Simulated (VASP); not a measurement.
Crystal: CuNiF4.

```xyz
6
Lattice="0.0000 3.1301 3.1301 3.1301 0.0000 3.1301 3.1301 3.1301 0.0000" Properties=species:S:1:pos:R:3 pbc="T T T"
Cu    0.0000    0.0000    0.0000
Ni    4.6952    4.6952    4.6952
F     3.9127    2.3476    3.9127
F     3.9127    3.9127    2.3476
F     2.3476    2.3476    2.3476
F     2.3476    3.9127    3.9127
```

* Program: VASP 6.6.1
* Task: relaxation of cell and atoms
* Functional: PBE
* Potentials or basis: VASP PAW PBE potentials, release 64 (Cu, Ni, F)
* Cutoff: 600 eV
* k mesh: 6 × 6 × 6
* Occupations: gaussian, width 0.1 eV
* Spin: collinear spin, ferromagnetic start
* Starting moments: [0.15, 1.54, 0.44, 0.44, 0.44, 0.44] μB

At the start: pressure 7.1 GPa; volume 10.22 Å³/atom.

Where does the relaxation end?

Over 3 steps the energy falls by 17.3 meV/atom and the volume is 11.06 Å³/atom (+8.2 %); space group F-43m (No. 216, to 0.1 Å) before and after; moment 0.07 μB per cell.

The path:
```
step  energy change (eV)  largest force (eV/Å)  pressure (GPa)  volume (Å³)
   1              0.0000                0.0775            7.15        61.34
   2             -0.1009                0.0126            1.02        65.48
   3             -0.1036                0.0278           -0.04        66.38
```

Final structure:
```
Cu Ni F
1.0
     0.00000    3.21372    3.21372
     3.21372    0.00000    3.21372
     3.21372    3.21372    0.00000
Cu Ni F
1 1 4
Direct
  0.00000 0.00000 0.00000
  0.75000 0.75000 0.75000
  0.37542 0.87375 0.37542
  0.37542 0.37542 0.87375
  0.37542 0.37542 0.37542
  0.87375 0.37542 0.37542
```
